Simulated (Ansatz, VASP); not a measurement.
Two plane-wave programs on HgS

File INCAR:

```
ALGO = Normal
EDIFF = 1E-7
EDIFFG = -0.005
ENCUT = 500
GGA = PE
GGA_COMPAT = F
IBRION = 2
ISIF = 3
ISMEAR = 0
LASPH = T
LCHARG = F
LREAL = F
LWAVE = F
NELM = 120
NELMIN = 4
NSW = 100
PREC = Accurate
SIGMA = 0.1
```

File KPOINTS:

```
k-points
0
Gamma
  12 12 12
```

The input POSCAR:

```
HgS
1.0
    0.0000000000      2.9289995691      2.9289995691
    2.9289995691      0.0000000000      2.9289995691
    2.9289995691      2.9289995691      0.0000000000
Hg S
1 1
Direct
    0.0000000000      0.0000000000      0.0000000000
    0.7500000000      0.7500000000      0.7500000000
```

Input for Ansatz:

```yaml
crystal:
  lattice:
    - [0.0, 2.9289995691, 2.9289995691]
    - [2.9289995691, 0.0, 2.9289995691]
    - [2.9289995691, 2.9289995691, 0.0]
  atoms:
    - { symbol: Hg, position: [0.0, 0.0, 0.0] }
    - { symbol: S, position: [0.75, 0.75, 0.75] }
basis:
  ecutwfc: 420
kpoints:
  mp_grid: { grid: [12, 12, 12] }
hamiltonian:
  xc: pbe
scf:
  occupations: { method: gaussian, width: 0.1 }
output:
  forces: true
  stress: true
  eigenvalues: true
  write_density: true
  write_potential: true
  elf: true
  volumetric_format: npy
relax:
  adjacent_minimum: "off"
  f_tol: 0.005
  max_steps: 80
  cell: { stress_tol: 0.05 }
```

Alike in both runs: task relaxation of cell and atoms; functional PBE; k mesh 12 × 12 × 12; occupations gaussian, width 0.1 eV; no spin polarisation.

|  | VASP | Ansatz |
| --- | --- | --- |
| version | VASP 6.6.1 | Ansatz 0.2.0 |
| potentials or method | VASP PAW PBE potentials, release 64 (Hg, S), cutoff 500 eV | scalar-relativistic, plane waves, PAW |
| valence electrons in the cell | 18 | 26 |

|  | VASP | Ansatz | Ansatz less VASP |
| --- | --- | --- | --- |
| gap on the k mesh at the Fermi level, each at its own relaxed structure (eV) | none | none | - |
| relaxed volume (Å³/atom) | 27.01 | 26.89 | -0.121 |
| relaxed cell length with the largest relative difference (Å) | 4.243 | 4.237 | -0.0063 |

A gap of «none» marks a metal or a gap that the smearing closes. VASP's potentials hold 18 valence electrons a cell and Ansatz's 26, so a difference there can come from the potentials and not from the codes.

Neither program's run includes spin-orbit coupling.
